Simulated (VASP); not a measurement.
A run of VASP 6.6.1 is set up as follows.

The input INCAR:

```
SYSTEM = Ge
PREC     = Accurate       ! precision mode
ENCUT    = 500            ! plane-wave cutoff, eV
EDIFF    = 1E-6           ! SCF threshold, eV
ISMEAR   = -1             ! smearing method
SIGMA    = 0.15           ! smearing width, eV
LREAL    = .False.        ! projectors in reciprocal space
LASPH    = .True.         ! aspherical terms in the spheres
NELM     = 120            ! most SCF steps
ALGO     = Normal         ! electronic algorithm
ISIF     = 2              ! what is computed and relaxed
LWAVE    = .False.        ! write WAVECAR
LCHARG   = .False.        ! write CHGCAR
GGA      = PS             ! functional
NBANDS   = 21             ! bands
GGA_COMPAT= .False.
```

File KPOINTS:

```
Automatic mesh
0
Gamma
  7 7 4
  0 0 0
```

POSCAR

```
Ge
1.0
    1.4880529300     -2.5946896100      0.0000000000
    1.4880529300      2.5946896100      0.0000000000
    0.0000000000      0.0000000000      4.7275957900
Ge
2
Direct
    0.6665533705      0.3334466295      0.2500000005
    0.3334466295      0.6665533705      0.7499999995
```

Potentials or basis: VASP PAW PBE potentials, release 64 (Ge_d).

Launch:

```bash
$ cat potpaw_PBE.64/Ge_d/POTCAR > POTCAR
$ mpirun -np 1 vasp_std > vasp.out
```

Task: Predict the band gap on the k mesh.

Result: Zero (band 14 reaches 13.73 eV, above the bottom of band 15 at 5.34 eV).

Task: Predict the pressure.

Result: 1.3 GPa.

Task: What does it give for the largest force?

Result: 0.010 eV/Å.

Forces on the atoms (eV/Å):
```
Ge   0.000  0.010  0.000
Ge   0.000 -0.010  0.000
```

Caveat: the PAW data sets were made with another functional, which shifts forces and pressure a little.
